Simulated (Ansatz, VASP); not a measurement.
## Br: VASP beside Ansatz

File INCAR:

```
PREC = Accurate ; ENCUT = 520
EDIFF = 1E-6 ; ISMEAR = -1
SIGMA = 0.08 ; LREAL = F
LASPH = T ; NELM = 100
ALGO = Normal ; ISIF = 2
LWAVE = F ; LCHARG = F
GGA = PE ; NBANDS = 10
```

File KPOINTS:

```
Automatic mesh
0
Gamma
  16 16 16
```

Contents of POSCAR:

```
Br
1.0
   -1.6745741358      1.6745741358      1.6745741358
    1.6745741358     -1.6745741358      1.6745741358
    1.6745741358      1.6745741358     -1.6745741358
Br
1
Direct
    0.0000000000      0.0000000000      0.0000000000
```

Input for Ansatz:

```yaml
crystal:
  lattice:
    - [-1.6745741358, 1.6745741358, 1.6745741358]
    - [1.6745741358, -1.6745741358, 1.6745741358]
    - [1.6745741358, 1.6745741358, -1.6745741358]
  atoms:
    - { symbol: Br, position: [0.0, 0.0, 0.0] }
kpoints:
  mp_grid: { grid: [16, 16, 16] }
scf:
  occupations: { method: fermi_dirac, width: 0.08 }
hamiltonian:
  xc: pbe
  pseudopotentials: { kind: all_electron, lapw: { basis_error: 0.001 } }
output:
  forces: true
  stress: true
  eigenvalues: true
  populations: true
```

Change from the starting cell: volume scaled by 0.7, LAPW.

Alike in both runs: task single point; functional PBE; k mesh 16 × 16 × 16; occupations fermi-dirac, width 0.08 eV; no spin polarisation.

|  | VASP | Ansatz |
| --- | --- | --- |
| version | VASP 6.6.1 | Ansatz 0.2.0 |
| potentials or method | VASP PAW PBE potentials, release 64 (Br), cutoff 520 eV | all-electron LAPW, scalar-relativistic |

```tsv
	VASP	Ansatz	Ansatz less VASP
pressure (GPa)	25.2	25.2	-0.02
```

Ansatz ran all-electron here, and VASP with PAW potentials.
